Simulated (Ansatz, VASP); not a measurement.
Ta2N: VASP beside Ansatz

```xyz
9
Lattice="5.1283 0.0000 0.0000 -2.5641 4.4412 0.0000 0.0000 0.0000 5.0770" Properties=species:S:1:pos:R:3 pbc="T T T"
Ta    1.6794    2.9089    3.8210
Ta   -0.8847    1.5323    3.8210
Ta    1.7694    0.0000    3.8210
Ta    0.8847    1.5323    1.2560
Ta   -1.6794    2.9089    1.2560
Ta    3.3589    0.0000    1.2560
N     2.5641    1.4804    2.5385
N     0.0000    2.9608    2.5385
N     0.0000    0.0000    0.0000
```

Alike in both runs: task single point; functional LDA; k mesh 9 × 9 × 8; occupations gaussian, width 0.15 eV; no spin polarisation.

|  | VASP | Ansatz |
| --- | --- | --- |
| version | VASP 6.6.1 | Ansatz 0.2.0 |
| potentials or method | VASP PAW LDA potentials, release 64 (Ta_pv, N), cutoff 520 eV | scalar-relativistic, plane waves, PAW |
| valence electrons in the cell | 81 | 93 |

Ansatz gave:

| Item | Value |
| --- | --- |
| gap on the k mesh at the Fermi level (eV) | none |
| pressure (GPa) | 0.9 |
| traceless stress, the component that is largest in VASP (GPa) | -10.04 |
| rms of the force components (eV/Å) | 0.787 |

Task: What did VASP give for the same quantities?

Result: gap on the k mesh at the Fermi level (eV): none; pressure (GPa): 2.5; traceless stress, the component that is largest in VASP (GPa): -10.04; rms of the force components (eV/Å): 0.795.

Ansatz warns that its potentials were made for another functional, while VASP's fit it. LDA's correlation is that of Perdew and Zunger in VASP and of Perdew and Wang (1992) in Ansatz. Atom by atom the forces differ by 0.012 eV/Å (rms over components). A gap of «none» marks a metal or a gap that the smearing closes. VASP's potentials hold 81 valence electrons a cell and Ansatz's 93, so a difference there can come from the potentials and not from the codes.

Spin-orbit coupling is off throughout.
